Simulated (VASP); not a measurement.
Set up this calculation in VASP 6.6.1, as the native input.

```yaml
Task: single point
Functional: PBE
Potentials_or_basis: VASP PAW PBE potentials, release 64 (Al, P)
Cutoff: 500 eV
k_mesh: 8 × 8 × 8
Occupations: gaussian, width 0.01 eV
Spin: no spin polarisation
Dipole_correction: no
Further_INCAR_settings: ALGO = Normal; EDIFF = 1e-06; NBANDS = 11
```

The structure of AlP lies in POSCAR:

```
AlP
1.0
    0.0000000000      2.7255000000      2.7255000000
    2.7255000000      0.0000000000      2.7255000000
    2.7255000000      2.7255000000      0.0000000000
Al P
1 1
Direct
    0.0000000000      0.0000000000      0.0000000000
    0.2500000000      0.2500000000      0.2500000000
```

The input as run:

INCAR

```
PREC = Accurate
ENCUT = 500
EDIFF = 1E-6
ISMEAR = 0
SIGMA = 0.01
LREAL = F
LASPH = T
NELM = 120
ALGO = Normal
ISIF = 2
LWAVE = F
LCHARG = T
GGA = PE
LELF = T
LVHAR = T
NBANDS = 11
GGA_COMPAT = F
```

KPOINTS

```
regular mesh
0
Gamma
  8 8 8
```

Potentials or basis: VASP PAW PBE potentials, release 64 (Al, P).

Run with:

```console
$ cat potpaw_PBE.64/Al/POTCAR potpaw_PBE.64/P/POTCAR > POTCAR
$ mpirun -np 1 vasp_std > vasp.out
```

Results of the run:

```json
{
 "Pressure": "2.6 GPa",
 "Band gap on the k mesh": "1.57 eV, indirect (least direct gap 3.35 eV)"
}
```

Wall time 20 s on 1 thread of Intel Xeon 8259CL, with other jobs on the host, peak memory 0.15 GiB.
